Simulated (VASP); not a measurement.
# K2B2P (P-3m1) in VASP: further runs

Runs on K2B2P. Level: PBE. Tasks: single point, relaxation of cell and atoms.

All numbers are computed with VASP 6.6.1; they aren't measurements. Logs are shortened: lines on timing, memory, paths and dates and some standing lists are left out, and cuts for length are marked.

## 1. The cell of the first run

Symmetry: P-3m1, No. 164, trigonal system. The conventional cell has a = 5.364 Å, b = 5.364 Å, c = 5.084 Å, α = 90.00°, β = 90.00°, γ = 120.00°. K (site symmetry 3m) has 6 B at 3.12 to 3.62 Å and 3 P at 3.41 Å and 3 K at 3.81 Å within 4.1 Å. Within 2.0 Å of B (site symmetry 3m) lie 1 B at 1.53 Å and 1 P at 1.78 Å. P (site symmetry -3m) has 2 B at 1.78 Å within 2.4 Å.

## 2. Single point, PBE

INCAR

```
SYSTEM = K2B2P
ALGO = Normal ; EDIFF = 1E-7
ENCUT = 520 ; GGA = PE
ISIF = 2 ; ISMEAR = 0
LASPH = .TRUE. ; LCHARG = .FALSE.
LREAL = .FALSE. ; LWAVE = .FALSE.
NBANDS = 22 ; NELM = 100
PREC = Accurate ; SIGMA = 0.02
```

KPOINTS

```
k-points
0
G
  6 6 6
  0 0 0
```

POSCAR

```
K2B2P
1.0
    5.3637277697      0.0000000000      0.0000000000
   -2.6818638849      4.6451245076      0.0000000000
    0.0000000000      0.0000000000      5.0840691267
K B P
2 2 1
Direct
    0.3333333333      0.6666666667      0.2811567248
    0.6666666667      0.3333333333      0.7188432752
    0.0000000000      0.0000000000      0.3496764096
    0.0000000000      0.0000000000      0.6503235904
    0.0000000000      0.0000000000      0.0000000000
```

Potentials or basis: VASP PAW PBE potentials, release 64 (K_sv, B, P).

Command:

```bash
cat potpaw_PBE.64/K_sv/POTCAR potpaw_PBE.64/B/POTCAR potpaw_PBE.64/P/POTCAR > POTCAR
mpirun -np 1 vasp_std > vasp.out
```

OUTCAR:

```text
SYSTEM = K2B2P
   EDIFF = 1E-7
   ENCUT = 520
   GGA = PE
   ISIF = 2
   ISMEAR = 0
   LASPH = .TRUE.
   LREAL = .FALSE.
   NELM = 100
   PREC = Accurate

 ion  position               nearest neighbor table
   1  0.333  0.667  0.281-
   2  0.667  0.333  0.719-
   3  0.000  0.000  0.350-   4 1.53   5 1.78
   4  0.000  0.000  0.650-   3 1.53   5 1.78
   5  0.000  0.000  0.000-   3 1.78   4 1.78

  LATTYP: Found a hexagonal cell.
 ALAT       =     5.3637277697
 C/A-ratio  =     0.9478611415

  Lattice vectors:

 A1 = (   5.3637277697,   0.0000000000,   0.0000000000)
 A2 = (  -2.6818638849,   4.6451245076,   0.0000000000)
 A3 = (   0.0000000000,   0.0000000000,   5.0840691267)

Analysis of symmetry for initial positions (statically):
=====================================================================
 Subroutine PRICEL returns:
 Original cell was already a primitive cell.

 Routine SETGRP: Setting up the symmetry group for a
 hexagonal supercell.

 Subroutine GETGRP returns: Found 12 space group operations
 (whereof 12 operations were pure point group operations)
 out of a pool of 24 trial point group operations.

The static configuration has the point symmetry D_3d.

Analysis of symmetry for dynamics (positions and initial velocities):
=====================================================================
 Subroutine PRICEL returns:
 Original cell was already a primitive cell.

 Routine SETGRP: Setting up the symmetry group for a
 hexagonal supercell.

 Subroutine GETGRP returns: Found 12 space group operations
 (whereof 12 operations were pure point group operations)
 out of a pool of 24 trial point group operations.

The dynamic configuration has the point symmetry D_3d.

 Subroutine INISYM returns: Found 12 space group operations
 (whereof 12 operations are pure point group operations),
 and found     1 'primitive' translations

----------------------------------------------------------------------------------------

                                     Primitive cell

  volume of cell :     126.6705

  direct lattice vectors                    reciprocal lattice vectors
     5.363727770  0.000000000  0.000000000     0.186437501  0.107639741  0.000000000
    -2.681863885  4.645124508  0.000000000     0.000000000  0.215279482  0.000000000
     0.000000000  0.000000000  5.084069127     0.000000000  0.000000000  0.196692841

  length of vectors
     5.363727770  5.363727770  5.084069127     0.215279482  0.215279482  0.196692841

  position of ions in fractional coordinates (direct lattice)
     0.333333333  0.666666667  0.281156725
     0.666666667  0.333333333  0.718843275
     0.000000000  0.000000000  0.349676410
     0.000000000  0.000000000  0.650323590
     0.000000000  0.000000000  0.000000000

  ion indices of the primitive-cell ions
   primitive index   ion index
                 1           1
                 2           2
                 3           3
                 4           4
                 5           5

----------------------------------------------------------------------------------------

 KPOINTS: k-points

Automatic generation of k-mesh.
 Grid dimensions read from file:
 generate k-points for:    6    6    6

 Generating k-lattice:

  Cartesian coordinates                     Fractional coordinates (reciprocal lattice)
     0.031072917  0.017939957  0.000000000     0.166666667  0.000000000  0.000000000
     0.000000000  0.035879914  0.000000000     0.000000000  0.166666667  0.000000000
     0.000000000  0.000000000  0.032782140     0.000000000  0.000000000  0.166666667

  Length of vectors
     0.035879914  0.035879914  0.032782140

  Shift w.r.t. Gamma in fractional coordinates (k-lattice)
     0.000000000  0.000000000  0.000000000

 Subroutine IBZKPT returns following result:
 ===========================================

 Found     34 irreducible k-points:

 Following reciprocal coordinates:
            Coordinates               Weight
  0.000000  0.000000  0.000000      1.000000
  0.166667  0.000000  0.000000      6.000000
  0.333333  0.000000  0.000000      6.000000
  0.500000  0.000000  0.000000      3.000000
  0.166667  0.166667  0.000000      6.000000
  0.333333  0.166667  0.000000     12.000000
[... 16 lines left out ...]
  0.500000  0.000000  0.333333      6.000000
  0.166667  0.166667  0.333333     12.000000
 [... further k-points ...]
   k-points           NKPTS =     34   k-points in BZ     NKDIM =     34   number of bands    NBANDS=     22
   number of dos      NEDOS =    301   number of ions     NIONS =      5
   total plane-waves  NPLWV =  64000
   dimension x,y,z NGX =    40 NGY =   40 NGZ =   40
   dimension x,y,z NGXF=    80 NGYF=   80 NGZF=   80
   ions per type =               2   2   1
   NGX,Y,Z   is equivalent  to a cutoff of  12.40, 12.40, 13.08 a.u.
   NGXF,Y,Z  is equivalent  to a cutoff of  24.80, 24.80, 26.16 a.u.
 SYSTEM =  K2B2P
   PREC   = accura    normal or accurate (medium, high low for compatibility)
   ISTART =      0    job   : 0-new  1-cont  2-samecut
   ICHARG =      2    charge: 1-file 2-atom 10-const
   ISPIN  =      1    spin polarized calculation?
   LNONCOLLINEAR =      F non collinear calculations
   LSORBIT =      F    spin-orbit coupling
   LASPH  =      T    aspherical Exc in radial PAW
   ENCUT  =  520.0 eV  38.22 Ry    6.18 a.u.   9.97  9.97  9.45*2*pi/ulx,y,z
   NELM   =    100;   NELMIN=  2; NELMDL= -5     # of ELM steps
   EDIFF  = 0.1E-06   stopping-criterion for ELM
   LREAL  =      F    real-space projection
   EDIFFG = 0.1E-05   stopping-criterion for IOM
   NSW    =      0    number of steps for IOM
   IBRION =     -1    ionic relax: 0-MD 1-quasi-New 2-CG
   NFREE  =      0    steps in history (QN), initial steepest desc. (CG)
   ISIF   =      2    stress and relaxation
   ISYM   =      2    0-nonsym 1-usesym 2-fastsym
   POTIM  = 0.5000    time-step for ionic-motion
   TEBEG  =    0.0;   TEEND  =   0.0 temperature during run
   PSTRESS=    0.0 pullay stress
   NELECT =      29.0000    total number of electrons
   NUPDOWN=      -1.0000    fix difference up-down
   EMIN   =  10.00;   EMAX   =-10.00  energy-range for DOS
   EFERMI =   0.00;   METHOD = LEGACY
   ISMEAR =     0;   SIGMA  =   0.02  broadening in eV -4-tet -1-fermi 0-gaus
   EFERMI_NEDOS =   21; number of points for ismear=-14 and -15
   IALGO  =     38    algorithm
   IMIX   =      4    mixing-type and parameters
     AMIX     =   0.40;   BMIX     =  1.00
     AMIX_MAG =   1.60;   BMIX_MAG =  1.00
  volume/ion in A,a.u.               =      25.33       170.96
  Fermi-wavevector in a.u.,A,eV,Ry     =   1.001495  1.892552 13.646550  1.002993
  Thomas-Fermi vector in A             =   2.133921
   LORBIT       =      0    0 simple, 1 ext, 2 COOP (PROOUT), +10 PAW based schemes
   GGA     = PE    functional components
   LHFCALC =     F    Hartree Fock is set to
   AEXX    =    0.0000 exact exchange contribution
   IVDW    =     0    specifies the selected vdW correction
   LEPSILON=     F    determine dielectric tensor
   LRPA    =     F    only Hartree local field effects (RPA)
 non-spin polarized calculation
 Gauss-broadening in eV      SIGMA  =   0.02
  energy-cutoff  :      520.00
  volume of cell :      126.67
 maximum number of plane-waves:      3444
   NGX = 19   NGY = 19   NGZ = 19

 number of electron      28.9999997 magnetization

 Free energy of the ion-electron system (eV)
  ---------------------------------------------------
  ext. energy  EPLUGINS =         0.00000000
  ---------------------------------------------------
  free energy    TOTEN  =       -20.11669353 eV

  energy without entropy =      -20.11535419  energy(sigma->0) =      -20.11602386

 E-fermi :   2.0428     XC(G=0):  -7.7307

 val. band max:        2.0419675346   @ k =   0.1667   0.1667   0.1667
 cond. band min:       2.0510459793   @ k =   0.5000   0.0000   0.1667
 fundamental gap:      0.0090784447
 Fermi energy:         2.0428183845

 k-point     1 :       0.0000    0.0000    0.0000
  band No.  band energies     occupation
      1     -29.3123      2.00000
      2     -29.2747      2.00000
      3     -12.9506      2.00000
      4     -12.8449      2.00000
      5     -12.8449      2.00000
      6     -12.7762      2.00000
[... 14 lines left out ...]
     21       6.1892      0.00000
     22       6.1892      0.00000

 k-point     2 :       0.1667    0.0000    0.0000
  band No.  band energies     occupation
      1     -29.3100      2.00000
      2     -29.2768      2.00000
      3     -12.9393      2.00000
      4     -12.8589      2.00000
      5     -12.8558      2.00000
      6     -12.7816      2.00000
[... 14 lines left out ...]
     21       6.2040      0.00000
     22       6.3628      0.00000

 k-point     3 :       0.3333    0.0000    0.0000
  band No.  band energies     occupation
      1     -29.3040      2.00000
      2     -29.2823      2.00000
      3     -12.9145      2.00000
      4     -12.9035      2.00000
      5     -12.8745      2.00000
      6     -12.8066      2.00000
[... 14 lines left out ...]
     21       6.7168      0.00000
     22       7.1173      0.00000
[... 476 lines left out ...]
 k-point    23 :       0.5000    0.0000    0.3333
  band No.  band energies     occupation
      1     -29.2969      2.00000
      2     -29.2884      2.00000
      3     -12.9711      2.00000
      4     -12.9257      2.00000
      5     -12.8494      2.00000
      6     -12.7890      2.00000
[... 14 lines left out ...]
     21       6.7652      0.00000
     22       6.9160      0.00000

 k-point    24 :       0.1667    0.1667    0.3333
  band No.  band energies     occupation
      1     -29.3014      2.00000
      2     -29.2844      2.00000
      3     -12.9470      2.00000
      4     -12.9102      2.00000
      5     -12.8500      2.00000
      6     -12.7792      2.00000
[... 14 lines left out ...]
     21       6.5244      0.00000
     22       6.8398      0.00000

 [... further k-points ...]

------------------------ aborting loop because EDIFF is reached ----------------------------------------

  FORCE on cell =-STRESS in cart. coord.  units (eV):
  Direction    XX          YY          ZZ          XY          YZ          ZX
  --------------------------------------------------------------------------------------
  -------------------------------------------------------------------------------------
  Total        0.0213926      0.0213926     -0.0961406     -0.0000000      0.0000000     -0.0000000
  in kB        0.2705821      0.2705821     -1.2160233     -0.0000000      0.0000000     -0.0000000
  external PRESSURE =      -0.2249531 kB  Pullay stress =       0.0000000 kB

 VOLUME and BASIS-vectors are now :
 -----------------------------------------------------------------------------
  energy-cutoff  :      520.00
  volume of cell :      126.67
      direct lattice vectors                 reciprocal lattice vectors
     5.363727770  0.000000000  0.000000000     0.186437501  0.107639741  0.000000000
    -2.681863885  4.645124508  0.000000000     0.000000000  0.215279482  0.000000000
     0.000000000  0.000000000  5.084069127     0.000000000  0.000000000  0.196692841

 POSITION                                       TOTAL-FORCE (eV/Angst)
 -----------------------------------------------------------------------------------
     -0.00000      3.09675      1.42942         0.000000      0.000000     -0.000007
      2.68186      1.54837      3.65465        -0.000000      0.000000      0.000007
      0.00000      0.00000      1.77778         0.000000     -0.000000     -0.018069
      0.00000      0.00000      3.30629         0.000000      0.000000      0.018069
      0.00000      0.00000      0.00000         0.000000      0.000000      0.000000
 -----------------------------------------------------------------------------------
    total drift:                                0.000000     -0.000000      0.000000

  FREE ENERGIE OF THE ION-ELECTRON SYSTEM (eV)
  ---------------------------------------------------
  free  energy   TOTEN  =       -20.1166935317 eV

  energy  without entropy=      -20.1153541884  energy(sigma->0) =      -20.11602386
```

It took 88 s on 1 thread of Intel Xeon Platinum 8488C (Sapphire Rapids), shared host; peak memory 0.29 GiB.

What came out:

* Free energy: -20.1167 eV
* Pressure: 0.0 GPa
* Largest force: 0.018 eV/Å

Forces in eV/Å, atoms in the order of the input:
```
K    0.000  0.000  0.000
K    0.000  0.000  0.000
B    0.000  0.000 -0.018
B    0.000  0.000  0.018
P    0.000  0.000  0.000
```

(Continued in part 2 of 2.)
